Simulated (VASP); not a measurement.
# SrCl2 (P1) in VASP: single point with PBE+D3(BJ)+U

Aim: the single point of SrCl2 with PBE+D3(BJ)+U.

Everything below comes from runs of VASP 6.6.1. Logs are shortened: lines on timing, memory, paths and dates and some standing lists are left out, and cuts for length are marked.

## 1. The cell of the first run

The typed cell holds 3 atoms: a = 4.929 Å, b = 4.929 Å, c = 4.929 Å, α = 60.00°, β = 60.00°, γ = 60.00°.

## 2. Single point, PBE+D3(BJ)+U, collinear spin, zero start

INCAR reads:

```
SYSTEM = SrCl2
PREC = Accurate ; ENCUT = 500
EDIFF = 1E-6 ; ISMEAR = -1
SIGMA = 0.1 ; LREAL = .FALSE.
LASPH = .TRUE. ; NELM = 200
ALGO = Normal ; ISIF = 2
LWAVE = .FALSE. ; LCHARG = .FALSE.
ISPIN = 2 ; MAGMOM = 0 0 0
LORBIT = 11 ; LDAU = .TRUE.
LDAUTYPE = 2 ; LDAUL = -1 1
LDAUU = 0 2.3 ; LDAUJ = 0 0
LDAUPRINT = 1 ; GGA = PE
IVDW = 12 ; NBANDS = 23
GGA_COMPAT = .FALSE.
```

KPOINTS reads:

```
Automatic mesh
0
G
  2 2 2
  0 0 0
```

POSCAR reads:

```
SrCl2
1.0
    0.0000000000      3.4855000000      3.4855000000
    3.4855000000      0.0000000000      3.4855000000
    3.4855000000      3.4855000000      0.0000000000
Sr Cl
1 2
Direct
   -0.0192882360      0.0072519983     -0.0158547592
    0.2563762331      0.2452203679      0.2720208829
    0.7152197040      0.7914983460      0.7406851446
```

Potentials or basis: VASP PAW PBE potentials, release 64 (Sr_sv, Cl).

The run is started by

```sh
> cat potpaw_PBE.64/Sr_sv/POTCAR potpaw_PBE.64/Cl/POTCAR > POTCAR
> mpirun -np 1 vasp_std > vasp.out
```

OUTCAR:

```text
SYSTEM = SrCl2
   PREC = Accurate
   ENCUT = 500
   EDIFF = 1E-6
   ISMEAR = -1
   LREAL = .FALSE.
   LASPH = .TRUE.
   NELM = 200
   ISIF = 2
   ISPIN = 2
   LORBIT = 11
   GGA = PE
   IVDW = 12
 IVDW          = 12

 ion  position               nearest neighbor table
   1  0.981  0.007  0.984-   2 2.87   3 2.92   2 2.92   3 2.96   3 3.05   2 3.08   3 3.16   2 3.23

   2  0.256  0.245  0.272-   1 2.87   1 2.92   1 3.08   1 3.23
   3  0.715  0.791  0.741-   1 2.92   1 2.96   1 3.05   1 3.16

  LATTYP: Found a face centered cubic cell.
 ALAT       =     6.9710000000

  Lattice vectors:

 A1 = (   0.0000000000,   3.4855000000,   3.4855000000)
 A2 = (   3.4855000000,   0.0000000000,   3.4855000000)
 A3 = (   3.4855000000,   3.4855000000,   0.0000000000)

Analysis of symmetry for initial positions (statically):
=====================================================================
 Subroutine PRICEL returns:
 Original cell was already a primitive cell.

 Routine SETGRP: Setting up the symmetry group for a
 face centered cubic supercell.

 Subroutine GETGRP returns: Found  1 space group operations
 (whereof  1 operations were pure point group operations)
 out of a pool of 48 trial point group operations.

The static configuration has the point symmetry C_1 .

Analysis of symmetry for dynamics (positions and initial velocities):
=====================================================================
 Subroutine PRICEL returns:
 Original cell was already a primitive cell.

 Routine SETGRP: Setting up the symmetry group for a
 face centered cubic supercell.

 Subroutine GETGRP returns: Found  1 space group operations
 (whereof  1 operations were pure point group operations)
 out of a pool of 48 trial point group operations.

The dynamic configuration has the point symmetry C_1 .

Analysis of structural, dynamic, and magnetic symmetry:
=====================================================================
 Subroutine PRICEL returns:
 Original cell was already a primitive cell.

 Routine SETGRP: Setting up the symmetry group for a
 face centered cubic supercell.

 Subroutine GETGRP returns: Found  1 space group operations
 (whereof  1 operations were pure point group operations)
 out of a pool of 48 trial point group operations.

The overall configuration has the point symmetry C_1 .

 Subroutine INISYM returns: Found  1 space group operations
 (whereof  1 operations are pure point group operations),
 and found     1 'primitive' translations

----------------------------------------------------------------------------------------

                                     Primitive cell

  volume of cell :      84.6887

  direct lattice vectors                    reciprocal lattice vectors
     0.000000000  3.485500000  3.485500000    -0.143451442  0.143451442  0.143451442
     3.485500000  0.000000000  3.485500000     0.143451442 -0.143451442  0.143451442
     3.485500000  3.485500000  0.000000000     0.143451442  0.143451442 -0.143451442

  length of vectors
     4.929241372  4.929241372  4.929241372     0.248465185  0.248465185  0.248465185

  position of ions in fractional coordinates (direct lattice)
     0.980711764  0.007251998  0.984145241
     0.256376233  0.245220368  0.272020883
     0.715219704  0.791498346  0.740685145

  ion indices of the primitive-cell ions
   primitive index   ion index
                 1           1
                 2           2
                 3           3

----------------------------------------------------------------------------------------

 KPOINTS: Automatic mesh

Automatic generation of k-mesh.
 Grid dimensions read from file:
 generate k-points for:    2    2    2

 Generating k-lattice:

  Cartesian coordinates                     Fractional coordinates (reciprocal lattice)
    -0.071725721  0.071725721  0.071725721     0.500000000  0.000000000  0.000000000
     0.071725721 -0.071725721  0.071725721     0.000000000  0.500000000  0.000000000
     0.071725721  0.071725721 -0.071725721     0.000000000  0.000000000  0.500000000

  Length of vectors
     0.124232593  0.124232593  0.124232593

  Shift w.r.t. Gamma in fractional coordinates (k-lattice)
     0.000000000  0.000000000  0.000000000

 Subroutine IBZKPT returns following result:
 ===========================================

 Found      8 irreducible k-points:

 Following reciprocal coordinates:
            Coordinates               Weight
  0.000000  0.000000  0.000000      1.000000
  0.500000  0.000000  0.000000      1.000000
  0.000000  0.500000  0.000000      1.000000
  0.000000  0.000000  0.500000      1.000000
  0.500000  0.500000  0.500000      1.000000
  0.500000  0.500000  0.000000      1.000000
  0.000000  0.500000  0.500000      1.000000
  0.500000  0.000000  0.500000      1.000000
   k-points           NKPTS =      8   k-points in BZ     NKDIM =      8   number of bands    NBANDS=     23
   number of dos      NEDOS =    301   number of ions     NIONS =      3
   total plane-waves  NPLWV =  46656
   dimension x,y,z NGX =    36 NGY =   36 NGZ =   36
   dimension x,y,z NGXF=    72 NGYF=   72 NGZF=   72
   ions per type =               1   2
   NGX,Y,Z   is equivalent  to a cutoff of  12.14, 12.14, 12.14 a.u.
   NGXF,Y,Z  is equivalent  to a cutoff of  24.28, 24.28, 24.28 a.u.
 SYSTEM =  SrCl2
   PREC   = accura    normal or accurate (medium, high low for compatibility)
   ISTART =      0    job   : 0-new  1-cont  2-samecut
   ICHARG =      2    charge: 1-file 2-atom 10-const
   ISPIN  =      2    spin polarized calculation?
   LNONCOLLINEAR =      F non collinear calculations
   LSORBIT =      F    spin-orbit coupling
   LASPH  =      T    aspherical Exc in radial PAW
   ENCUT  =  500.0 eV  36.75 Ry    6.06 a.u.   8.99  8.99  8.99*2*pi/ulx,y,z
   NELM   =    200;   NELMIN=  2; NELMDL= -5     # of ELM steps
   EDIFF  = 0.1E-05   stopping-criterion for ELM
   LREAL  =      F    real-space projection
   EDIFFG = 0.1E-04   stopping-criterion for IOM
   NSW    =      0    number of steps for IOM
   IBRION =     -1    ionic relax: 0-MD 1-quasi-New 2-CG
   NFREE  =      0    steps in history (QN), initial steepest desc. (CG)
   ISIF   =      2    stress and relaxation
   ISYM   =      2    0-nonsym 1-usesym 2-fastsym
   POTIM  = 0.5000    time-step for ionic-motion
   TEBEG  =    0.0;   TEEND  =   0.0 temperature during run
   PSTRESS=    0.0 pullay stress
   NELECT =      24.0000    total number of electrons
   NUPDOWN=      -1.0000    fix difference up-down
   EMIN   =  10.00;   EMAX   =-10.00  energy-range for DOS
   EFERMI =   0.00;   METHOD = LEGACY
   ISMEAR =    -1;   SIGMA  =   0.10  broadening in eV -4-tet -1-fermi 0-gaus
   EFERMI_NEDOS =   21; number of points for ismear=-14 and -15
   IALGO  =     38    algorithm
   IMIX   =      4    mixing-type and parameters
     AMIX     =   0.40;   BMIX     =  1.00
     AMIX_MAG =   1.60;   BMIX_MAG =  1.00
  volume/ion in A,a.u.               =      28.23       190.50
  Fermi-wavevector in a.u.,A,eV,Ry     =   1.075318  2.032056 15.732530  1.156308
  Thomas-Fermi vector in A             =   2.211171
   LORBIT       =     11    0 simple, 1 ext, 2 COOP (PROOUT), +10 PAW based schemes
 LDA+U is selected, type is set to LDAUTYPE =  2
   angular momentum for each species LDAUL =    -1    1
   U (eV)           for each species LDAUU =   0.0  2.3
   J (eV)           for each species LDAUJ =   0.0  0.0
   GGA     = PE    functional components
   LHFCALC =     F    Hartree Fock is set to
   AEXX    =    0.0000 exact exchange contribution
   IVDW    =    12    specifies the selected vdW correction
   LEPSILON=     F    determine dielectric tensor
   LRPA    =     F    only Hartree local field effects (RPA)
 spin polarized calculation
  energy-cutoff  :      500.00
  volume of cell :       84.69
 maximum number of plane-waves:      2164
 NGX is ok and might be reduce to    36
   NGX = 17   NGY = 17   NGZ = 17

 number of electron      23.9999999 magnetization      -0.0000000

 number of electron      23.9999999 magnetization       0.0000000

 Free energy of the ion-electron system (eV)
  ---------------------------------------------------
  ext. energy  EPLUGINS =         0.00000000
  ---------------------------------------------------
  free energy    TOTEN  =        -9.36107080 eV

  energy without entropy =       -9.36107080  energy(sigma->0) =       -9.36107080

 E-fermi :   2.5533     XC(G=0):  -8.2639

 val. band max:        0.1482417325   @ k =   0.5000   0.0000   0.5000
 cond. band min:       5.4982185542   @ k =   0.0000   0.0000   0.0000
 fundamental gap:      5.3499768217
 Fermi energy:         2.5533322674

 spin component 1

 k-point     1 :       0.0000    0.0000    0.0000
  band No.  band energies     occupation
      1     -32.7386      1.00000
      2     -14.7493      1.00000
      3     -14.7422      1.00000
      4     -14.7343      1.00000
      5     -13.0506      1.00000
      6     -12.1609      1.00000
[... 15 lines left out ...]
     22      13.6844      0.00000
     23      13.8971      0.00000

 k-point     2 :       0.5000    0.0000    0.0000
  band No.  band energies     occupation
      1     -32.7351      1.00000
      2     -15.0681      1.00000
      3     -14.7678      1.00000
      4     -14.7547      1.00000
      5     -12.5300      1.00000
      6     -12.2745      1.00000
[... 15 lines left out ...]
     22      13.0628      0.00000
     23      13.5698      0.00000
[... 128 lines left out ...]
     22      12.4970      0.00000
     23      12.5988      0.00000

 k-point     8 :       0.5000    0.0000    0.5000
  band No.  band energies     occupation
      1     -32.7343      1.00000
      2     -15.0723      1.00000
      3     -14.7845      1.00000
      4     -14.7696      1.00000
      5     -12.5080      1.00000
      6     -12.2581      1.00000
[... 15 lines left out ...]
     22      12.3357      0.00000
     23      12.6128      0.00000
 Fermi energy:         2.5533322674

 spin component 2

 k-point     1 :       0.0000    0.0000    0.0000
  band No.  band energies     occupation
      1     -32.7385      1.00000
      2     -14.7493      1.00000
      3     -14.7422      1.00000
      4     -14.7343      1.00000
      5     -13.0506      1.00000
      6     -12.1609      1.00000
[... 15 lines left out ...]
     22      13.6850      0.00000
     23      13.9027      0.00000

 k-point     2 :       0.5000    0.0000    0.0000
  band No.  band energies     occupation
      1     -32.7351      1.00000
      2     -15.0681      1.00000
      3     -14.7678      1.00000
      4     -14.7547      1.00000
      5     -12.5300      1.00000
      6     -12.2745      1.00000
[... 15 lines left out ...]
     22      13.0628      0.00000
     23      13.5698      0.00000
[... 128 lines left out ...]
     22      12.4970      0.00000
     23      12.5988      0.00000

 k-point     8 :       0.5000    0.0000    0.5000
  band No.  band energies     occupation
      1     -32.7343      1.00000
      2     -15.0723      1.00000
      3     -14.7845      1.00000
      4     -14.7696      1.00000
      5     -12.5080      1.00000
      6     -12.2581      1.00000
[... 15 lines left out ...]
     22      12.3357      0.00000
     23      12.6128      0.00000

------------------------ aborting loop because EDIFF is reached ----------------------------------------

 Edisp (eV)   -0.66562

 E8    (eV) :    -0.2881

  FORCE on cell =-STRESS in cart. coord.  units (eV):
  Direction    XX          YY          ZZ          XY          YZ          ZX
  --------------------------------------------------------------------------------------
  -------------------------------------------------------------------------------------
  Total       0.11963     0.45514     0.14814     0.16932     0.17948    -0.59855
  in kB       2.26320     8.61060     2.80258     3.20319     3.39556   -11.32357
  external pressure =        4.56 kB  Pullay stress =        0.00 kB

 VOLUME and BASIS-vectors are now :
 -----------------------------------------------------------------------------
  energy-cutoff  :      500.00
  volume of cell :       84.69
      direct lattice vectors                 reciprocal lattice vectors
     0.000000000  3.485500000  3.485500000    -0.143451442  0.143451442  0.143451442
     3.485500000  0.000000000  3.485500000     0.143451442 -0.143451442  0.143451442
     3.485500000  3.485500000  0.000000000     0.143451442  0.143451442 -0.143451442

 POSITION                                       TOTAL-FORCE (eV/Angst)
 -----------------------------------------------------------------------------------
      3.45552      6.84851      3.44355         0.250619      0.271944      0.030213
      1.80284      1.84173      1.74831        -0.009343     -0.664128      0.052169
      5.34043      5.07456      5.25167        -0.241276      0.392184     -0.082382
 -----------------------------------------------------------------------------------
    total drift:                                0.000071     -0.000070      0.000109

  FREE ENERGIE OF THE ION-ELECTRON SYSTEM (eV)
  ---------------------------------------------------
  free  energy   TOTEN  =       -10.0266908272 eV

  energy  without entropy=      -10.0266908272  energy(sigma->0) =      -10.02669083

 total charge

# of ion       s       p       d       tot
------------------------------------------
    1        1.996   5.779   0.154   7.930
    2        1.591   3.632   0.000   5.222
    3        1.591   3.629   0.000   5.220
--------------------------------------------------
tot          5.178  13.041   0.154  18.372

 magnetization (x)

# of ion       s       p       d       tot
------------------------------------------
    1        0.000  -0.000   0.000  -0.000
    2        0.000   0.000   0.000   0.000
    3       -0.000  -0.000   0.000  -0.000
--------------------------------------------------
tot          0.000  -0.000   0.000  -0.000
```

It took 29 s on 1 thread of Intel Xeon Platinum 8559C (Emerald Rapids), shared host; peak memory 0.25 GiB.

Results:

- Free energy: -10.0267 eV
- Pressure: 0.5 GPa
- Largest force: 0.666 eV/Å
- Band gap on the k mesh: 5.35 eV (least direct gap 5.53 eV)
- Net moment: 0.00 μB per cell
- Valence electrons inside the program's atomic spheres: Sr 7.93; Cl 5.22
- Dispersion energy per atom: -0.222 eV

Forces on the atoms (eV/Å):
```
Sr   0.251  0.272  0.030
Cl  -0.009 -0.664  0.052
Cl  -0.241  0.392 -0.082
```

Caveat: the k points lie up to 0.78 Å⁻¹ apart; three body term missing.
